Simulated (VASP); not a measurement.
# Os in VASP: notebook

Runs on Os. Level: PBE. Tasks: single point.

Everything below comes from runs of VASP 6.6.1. Logs are shortened: lines on timing, memory, paths and dates and some standing lists are left out, and cuts for length are marked.

## Step 1: The cell of the first run

The cell holds a wire or tube with vacuum around it, 4 atoms: a = 11.500 Å, b = 9.300 Å, c = 4.849 Å, α = 90.00°, β = 90.00°, γ = 90.00°.

## Step 2: Single point, PBE, collinear spin

Input file INCAR:

```
SYSTEM = Os
PREC = Accurate
ENCUT = 520
EDIFF = 1E-6
ISMEAR = 0
SIGMA = 0.05
LREAL = .FALSE.
LASPH = .TRUE.
NELM = 150
ALGO = Normal
ISIF = 2
LWAVE = .FALSE.
LCHARG = .FALSE.
ISPIN = 2
MAGMOM = 1.5 1.5 1.5 1.5
LORBIT = 11
LMAXMIX = 4
GGA = PE
NBANDS = 28
```

Input file KPOINTS:

```
Automatic mesh
0
G
  1 1 13
  0 0 0
```

Input file POSCAR:

```
Os
1.0
   11.5000000000      0.0000000000      0.0000000000
    0.0000000000      9.3000000000      0.0000000000
    0.0000000000      0.0000000000      4.8494732442
Os
4
Direct
    0.3893055020      0.5000000000      0.0000000000
    0.3893055020      0.5000000000      0.5000000000
    0.6106944980      0.5000000000      0.0000000000
    0.6106944980      0.5000000000      0.5000000000
```

Potentials or basis: VASP PAW PBE potentials, release 64 (Os).

The run is started by

```bash
> cat potpaw_PBE.64/Os/POTCAR > POTCAR
> mpirun -np 1 vasp_std > vasp.out
```

OUTCAR:

```text
SYSTEM = Os
   PREC = Accurate
   ENCUT = 520
   EDIFF = 1E-6
   ISMEAR = 0
   LREAL = .FALSE.
   LASPH = .TRUE.
   NELM = 150
   ISIF = 2
   ISPIN = 2
   LORBIT = 11
   GGA = PE

 ion  position               nearest neighbor table
   1  0.389  0.500  0.000-   2 2.42   2 2.42   3 2.55
   2  0.389  0.500  0.500-   1 2.42   1 2.42   4 2.55
   3  0.611  0.500  0.000-   4 2.42   4 2.42   1 2.55
   4  0.611  0.500  0.500-   3 2.42   3 2.42   2 2.55

  LATTYP: Found a simple orthorhombic cell.
 ALAT       =     4.8494732442
 B/A-ratio  =     1.9177340572
 C/A-ratio  =     2.3713915761

  Lattice vectors:

 A1 = (   0.0000000000,   0.0000000000,  -4.8494732442)
 A2 = (   0.0000000000,   9.3000000000,   0.0000000000)
 A3 = (  11.5000000000,   0.0000000000,   0.0000000000)

Analysis of symmetry for initial positions (statically):
=====================================================================
 Subroutine PRICEL returns following result:

  LATTYP: Found a simple orthorhombic cell.
 ALAT       =     2.4247366221
 B/A-ratio  =     3.8354681144
 C/A-ratio  =     4.7427831523
[... 12 lines left out ...]
 Subroutine GETGRP returns: Found  8 space group operations
 (whereof  8 operations were pure point group operations)
 out of a pool of  8 trial point group operations.

The static configuration has the point symmetry D_2h.

Analysis of symmetry for dynamics (positions and initial velocities):
=====================================================================
 Subroutine PRICEL returns following result:

  LATTYP: Found a simple orthorhombic cell.
 ALAT       =     2.4247366221
 B/A-ratio  =     3.8354681144
 C/A-ratio  =     4.7427831523
[... 12 lines left out ...]
 Subroutine GETGRP returns: Found  8 space group operations
 (whereof  8 operations were pure point group operations)
 out of a pool of  8 trial point group operations.

The dynamic configuration has the point symmetry D_2h.

Analysis of structural, dynamic, and magnetic symmetry:
=====================================================================
 Subroutine PRICEL returns following result:

  LATTYP: Found a simple orthorhombic cell.
 ALAT       =     2.4247366221
 B/A-ratio  =     3.8354681144
 C/A-ratio  =     4.7427831523
[... 12 lines left out ...]
 Subroutine GETGRP returns: Found  8 space group operations
 (whereof  8 operations were pure point group operations)
 out of a pool of  8 trial point group operations.

The overall configuration has the point symmetry D_2h.

 Subroutine INISYM returns: Found  8 space group operations
 (whereof  8 operations are pure point group operations),
 and found     2 'primitive' translations

----------------------------------------------------------------------------------------

                                     Primitive cell

  volume of cell :     259.3256

  direct lattice vectors                    reciprocal lattice vectors
     0.000000000  0.000000000 -2.424736622     0.000000000  0.000000000 -0.412415926
     0.000000000  9.300000000  0.000000000     0.000000000  0.107526882  0.000000000
    11.500000000  0.000000000  0.000000000     0.086956522  0.000000000  0.000000000

  length of vectors
     2.424736622  9.300000000 11.500000000     0.412415926  0.107526882  0.086956522

  position of ions in fractional coordinates (direct lattice)
     0.000000000  0.500000000  0.389305502
     0.000000000  0.500000000  0.610694498

  ion indices of the primitive-cell ions
   primitive index   ion index
                 1           1
                 2           3

----------------------------------------------------------------------------------------

 KPOINTS: Automatic mesh

Automatic generation of k-mesh.
 Grid dimensions read from file:
 generate k-points for:    1    1   13

 Generating k-lattice:

  Cartesian coordinates                     Fractional coordinates (reciprocal lattice)
     0.086956522  0.000000000  0.000000000     1.000000000  0.000000000  0.000000000
     0.000000000  0.107526882  0.000000000     0.000000000  1.000000000  0.000000000
     0.000000000  0.000000000  0.015862151     0.000000000  0.000000000  0.076923077

  Length of vectors
     0.086956522  0.107526882  0.015862151

  Shift w.r.t. Gamma in fractional coordinates (k-lattice)
     0.000000000  0.000000000  0.000000000

 Subroutine IBZKPT returns following result:
 ===========================================

 Found      7 irreducible k-points:

 Following reciprocal coordinates:
            Coordinates               Weight
  0.000000  0.000000  0.000000      1.000000
  0.000000  0.000000  0.076923      2.000000
  0.000000  0.000000  0.153846      2.000000
  0.000000  0.000000  0.230769      2.000000
  0.000000  0.000000  0.307692      2.000000
  0.000000  0.000000  0.384615      2.000000
  0.000000  0.000000  0.461538      2.000000
   k-points           NKPTS =      7   k-points in BZ     NKDIM =      7   number of bands    NBANDS=     28
   number of dos      NEDOS =    301   number of ions     NIONS =      4
   total plane-waves  NPLWV = 226800
   dimension x,y,z NGX =    90 NGY =   70 NGZ =   36
   dimension x,y,z NGXF=   180 NGYF=  140 NGZF=   72
   ions per type =               4
   NGX,Y,Z   is equivalent  to a cutoff of  13.01, 12.51, 12.34 a.u.
   NGXF,Y,Z  is equivalent  to a cutoff of  26.02, 25.03, 24.68 a.u.
 SYSTEM =  Os
   PREC   = accura    normal or accurate (medium, high low for compatibility)
   ISTART =      0    job   : 0-new  1-cont  2-samecut
   ICHARG =      2    charge: 1-file 2-atom 10-const
   ISPIN  =      2    spin polarized calculation?
   LNONCOLLINEAR =      F non collinear calculations
   LSORBIT =      F    spin-orbit coupling
   LASPH  =      T    aspherical Exc in radial PAW
   ENCUT  =  520.0 eV  38.22 Ry    6.18 a.u.  21.38 17.29  9.02*2*pi/ulx,y,z
   NELM   =    150;   NELMIN=  2; NELMDL= -5     # of ELM steps
   EDIFF  = 0.1E-05   stopping-criterion for ELM
   LREAL  =      F    real-space projection
   EDIFFG = 0.1E-04   stopping-criterion for IOM
   NSW    =      0    number of steps for IOM
   IBRION =     -1    ionic relax: 0-MD 1-quasi-New 2-CG
   NFREE  =      0    steps in history (QN), initial steepest desc. (CG)
   ISIF   =      2    stress and relaxation
   ISYM   =      2    0-nonsym 1-usesym 2-fastsym
   POTIM  = 0.5000    time-step for ionic-motion
   TEBEG  =    0.0;   TEEND  =   0.0 temperature during run
   PSTRESS=    0.0 pullay stress
   NELECT =      32.0000    total number of electrons
   NUPDOWN=      -1.0000    fix difference up-down
   EMIN   =  10.00;   EMAX   =-10.00  energy-range for DOS
   EFERMI =   0.00;   METHOD = LEGACY
   ISMEAR =     0;   SIGMA  =   0.05  broadening in eV -4-tet -1-fermi 0-gaus
   EFERMI_NEDOS =   21; number of points for ismear=-14 and -15
   IALGO  =     38    algorithm
   IMIX   =      4    mixing-type and parameters
     AMIX     =   0.40;   BMIX     =  1.00
     AMIX_MAG =   1.60;   BMIX_MAG =  1.00
  volume/ion in A,a.u.               =     129.66       875.01
  Fermi-wavevector in a.u.,A,eV,Ry     =   0.646894  1.222452  5.693653  0.418472
  Thomas-Fermi vector in A             =   1.715025
   LORBIT       =     11    0 simple, 1 ext, 2 COOP (PROOUT), +10 PAW based schemes
   GGA     = PE    functional components
   LHFCALC =     F    Hartree Fock is set to
   AEXX    =    0.0000 exact exchange contribution
   IVDW    =     0    specifies the selected vdW correction
   LEPSILON=     F    determine dielectric tensor
   LRPA    =     F    only Hartree local field effects (RPA)
 spin polarized calculation
 Gauss-broadening in eV      SIGMA  =   0.05
  energy-cutoff  :      520.00
  volume of cell :      518.65
 maximum number of plane-waves:     14014
 NGX is ok and might be reduce to    90
   NGX = 43   NGY = 35   NGZ = 19

 number of electron      31.9999996 magnetization       1.9871820

 Free energy of the ion-electron system (eV)
  ---------------------------------------------------
  ext. energy  EPLUGINS =         0.00000000
  ---------------------------------------------------
  free energy    TOTEN  =       -30.41731023 eV

  energy without entropy =      -30.41584853  energy(sigma->0) =      -30.41657938

 E-fermi :  -3.8357     XC(G=0):  -3.1901

 val. band max:       -3.8835447240   @ k =   0.0000   0.0000   0.0000
 cond. band min:      -3.7748921090   @ k =   0.0000   0.0000   0.4615
 fundamental gap:      0.1086526150
 Fermi energy:        -3.8357041841

 spin component 1

 k-point     1 :       0.0000    0.0000    0.0000
  band No.  band energies     occupation
      1     -10.2579      1.00000
      2      -9.4463      1.00000
      3      -8.7898      1.00000
      4      -8.0218      1.00000
      5      -7.5180      1.00000
      6      -6.9495      1.00000
[... 206 lines left out ...]
     27       1.2428      0.00000
     28       1.4224      0.00000
 Fermi energy:        -3.8357041841

 spin component 2

 k-point     1 :       0.0000    0.0000    0.0000
  band No.  band energies     occupation
      1     -10.1696      1.00000
      2      -9.3389      1.00000
      3      -8.6513      1.00000
      4      -7.7965      1.00000
      5      -7.3808      1.00000
      6      -6.8027      1.00000
[... 206 lines left out ...]
     27       1.4376      0.00000
     28       1.6771      0.00000

------------------------ aborting loop because EDIFF is reached ----------------------------------------

  FORCE on cell =-STRESS in cart. coord.  units (eV):
  Direction    XX          YY          ZZ          XY          YZ          ZX
  --------------------------------------------------------------------------------------
  -------------------------------------------------------------------------------------
  Total      -14.4391490     -0.0858822    -13.8040258      0.0000000      0.0000000      0.0000000
  in kB      -44.6043099     -0.2653006    -42.6423360      0.0000000      0.0000000      0.0000000
  external PRESSURE =     -29.1706488 kB  Pullay stress =       0.0000000 kB

 VOLUME and BASIS-vectors are now :
 -----------------------------------------------------------------------------
  energy-cutoff  :      520.00
  volume of cell :      518.65
      direct lattice vectors                 reciprocal lattice vectors
    11.500000000  0.000000000  0.000000000     0.086956522  0.000000000  0.000000000
     0.000000000  9.300000000  0.000000000     0.000000000  0.107526882  0.000000000
     0.000000000  0.000000000  4.849473244     0.000000000  0.000000000  0.206207963

 POSITION                                       TOTAL-FORCE (eV/Angst)
 -----------------------------------------------------------------------------------
      4.47701      4.65000      0.00000         2.837263      0.000000     -0.000000
      4.47701      4.65000      2.42474         2.837263      0.000000     -0.000000
      7.02299      4.65000      0.00000        -2.837263     -0.000000      0.000000
      7.02299      4.65000      2.42474        -2.837263     -0.000000      0.000000
 -----------------------------------------------------------------------------------
    total drift:                               -0.000000     -0.000000      0.000000

  FREE ENERGIE OF THE ION-ELECTRON SYSTEM (eV)
  ---------------------------------------------------
  free  energy   TOTEN  =       -30.4173102251 eV

  energy  without entropy=      -30.4158485295  energy(sigma->0) =      -30.41657938

 total charge

# of ion       s       p       d       tot
------------------------------------------
    1        0.715   0.314   5.897   6.926
    2        0.715   0.314   5.897   6.926
    3        0.715   0.314   5.897   6.926
    4        0.715   0.314   5.897   6.926
--------------------------------------------------
tot          2.861   1.256  23.588  27.705

 magnetization (x)

# of ion       s       p       d       tot
------------------------------------------
    1        0.039   0.015   0.339   0.394
    2        0.039   0.015   0.339   0.394
    3        0.039   0.015   0.339   0.394
    4        0.039   0.015   0.339   0.394
--------------------------------------------------
tot          0.158   0.062   1.356   1.576
```

Run time: 2.9 min. Hardware: 1 thread of AMD EPYC 9R45 (Zen 5), shared host; peak memory 0.69 GiB.

Results:

| Item | Value |
| --- | --- |
| Free energy | -30.4173 eV |
| Largest force | 2.837 eV/Å |
| Band gap on the k mesh | zero (filled and empty bands overlap) |
| Net moment | 1.99 μB per cell |
| Site moments | Os +0.39 μB |
| Valence electrons inside the program's atomic spheres | Os 6.93 |

Forces on the atoms (eV/Å):
```
Os   2.837  0.000  0.000
Os   2.837  0.000  0.000
Os  -2.837  0.000  0.000
Os  -2.837  0.000  0.000
```

Levels at points of the mesh, in eV from the Fermi level:
Spin up:
```tsv
k point	band 12	band 13	band 14	band 15	band 16	band 17	band 18	band 19	band 20	band 21
(0.00, 0.00, 0.00)	-1.19	-0.45	-0.17	-0.05	0.29	0.76	1.19	1.94	2.03	2.09
```
Spin down:
| k point | band 11 | band 12 | band 13 | band 14 | band 15 | band 16 | band 17 | band 18 |
| --- | --- | --- | --- | --- | --- | --- | --- | --- |
| (0.00, 0.00, 0.00) | -1.01 | -0.81 | -0.25 | 0.37 | 0.51 | 0.94 | 0.97 | 1.38 |

Caveat: spin-orbit coupling is left out, which moves the levels of the heavy elements.

## Step 3: Single point, PBE, collinear spin

This run uses another cell than the first one.

Input file INCAR:

```
SYSTEM = Os
ALGO     = Normal         ! electronic algorithm
EDIFF    = 1E-6           ! SCF threshold, eV
ENCUT    = 520            ! plane-wave cutoff, eV
GGA      = PE             ! functional
ISIF     = 2              ! what is computed and relaxed
ISMEAR   = 0              ! smearing method
ISPIN    = 2              ! spin polarisation
LASPH    = .True.         ! aspherical terms in the spheres
LCHARG   = .False.        ! write CHGCAR
LMAXMIX  = 4              ! l up to which the mixer works
LORBIT   = 11             ! projections on sites
LREAL    = .False.        ! projectors in reciprocal space
LWAVE    = .False.        ! write WAVECAR
MAGMOM   = 1.5 1.5 1.5 1.5 ! initial moments
NBANDS   = 28             ! bands
NELM     = 150            ! most SCF steps
PREC     = Accurate       ! precision mode
SIGMA    = 0.05           ! smearing width, eV
```

Input file KPOINTS:

```
k-points
0
Gamma
  1 1 13
  0 0 0
```

Input file POSCAR:

```
Os
1.0
   11.5000000000      0.0000000000      0.0000000000
    0.0000000000      9.3000000000      0.0000000000
    0.0000000000      0.0000000000      4.9073186852
Os
4
Direct
    0.4046453639      0.5000000000      0.0000000000
    0.4046453639      0.5000000000      0.5000000000
    0.5953546361      0.5000000000      0.0000000000
    0.5953546361      0.5000000000      0.5000000000
```

Potentials or basis: VASP PAW PBE potentials, release 64 (Os).

The run is started by

```bash
> cat potpaw_PBE.64/Os/POTCAR > POTCAR
> mpirun -np 1 vasp_std > vasp.out
```

Wall time 3.9 min (1 thread of AMD EPYC 9R45 (Zen 5), shared host); peak memory 0.7 GiB.

Results (log left out):

- Free energy: -31.5674 eV
- Largest force: 0.187 eV/Å
- Band gap on the k mesh: zero (filled and empty bands overlap)
- Net moment: -0.02 μB per cell
- Valence electrons inside the program's atomic spheres: Os 7.20

Forces on the atoms (eV/Å):
```
Os   0.187  0.000  0.000
Os   0.187  0.000  0.000
Os  -0.187  0.000  0.000
Os  -0.187  0.000  0.000
```

Levels at points of the mesh, in eV from the Fermi level:
Spin up:
```tsv
k point	band 13	band 14	band 15	band 16	band 17	band 18	band 19	band 20
(0.00, 0.00, 0.00)	-0.37	-0.34	-0.05	0.29	0.71	1.29	1.60	1.71
```
Spin down:
```
           k point  band 13  band 14  band 15  band 16  band 17  band 18  band 19  band 20
(0.00, 0.00, 0.00)    -0.37    -0.35    -0.06     0.28     0.71     1.28     1.60     1.71
```

Caveat: spin-orbit coupling is left out, which moves the levels of the heavy elements.

The gap in the log of VASP goes by the Fermi energy; the results here count the filled bands.